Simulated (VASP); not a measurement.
Set up this calculation in VASP 6.6.1, as the native input.

```yaml
Task: single point
Functional: PBEsol
Potentials_or_basis: VASP PAW PBE potentials, release 64 (Ti_sv)
Cutoff: 520 eV
k_mesh: 18 × 18 × 10
Occupations: gaussian, width 0.15 eV
Spin: no spin polarisation
Dipole_correction: no
Further_INCAR_settings: ALGO = Fast; EDIFF = 1e-06; NBANDS = 19
```

The structure of Ti lies in POSCAR:

```
Ti
1.0
    2.9499978604      0.0000000000      0.0000000000
   -1.4749989302      2.5547730882      0.0000000000
    0.0000000000      0.0000000000      4.6860000000
Ti
2
Direct
    0.3333333333      0.6666666667      0.2019846351
    0.6666666667      0.3333333333      0.7500000000
```

This cell differs from its parent crystal: atom 1 (Ti) moved by (+0.000, -0.225) A along y and z.

These files were run (other wordings do the same):

INCAR

```
PREC     = Accurate       # precision mode
ENCUT    = 520            # plane-wave cutoff, eV
EDIFF    = 1E-6           # SCF threshold, eV
ISMEAR   = 0              # smearing method
SIGMA    = 0.15           # smearing width, eV
LREAL    = F              # projectors in reciprocal space
LASPH    = T              # aspherical terms in the spheres
NELM     = 60             # most SCF steps
ALGO     = Fast           # electronic algorithm
ISIF     = 2              # what is computed and relaxed
LWAVE    = F              # write WAVECAR
LCHARG   = F              # write CHGCAR
GGA      = PS             # functional
NBANDS   = 19             # bands
```

KPOINTS

```
regular mesh
0
Gamma
  18 18 10
```

Potentials or basis: VASP PAW PBE potentials, release 64 (Ti_sv).

Run with:

```bash
$ cat potpaw_PBE.64/Ti_sv/POTCAR > POTCAR
$ mpirun -np 1 vasp_std > vasp.out
```

It gave:

```json
{
  "Pressure": "-4.4 GPa",
  "Largest force": "0.914 eV/Å",
  "Band gap on the k mesh": "zero (bands 12 and 13 overlap by 1.00 eV)"
}
```

Caveat: the cell differs from its parent crystal (atom 1 (Ti) moved by (+0.000, -0.225) A along y and z); the cell stands under tension; the PAW data sets were made with another functional, which shifts forces and pressure a little.

Run time: 8.5 min on 1 thread of AMD EPYC 9R45 96-Core Processor (Zen 5), on a shared host, peak memory 0.26 GiB.
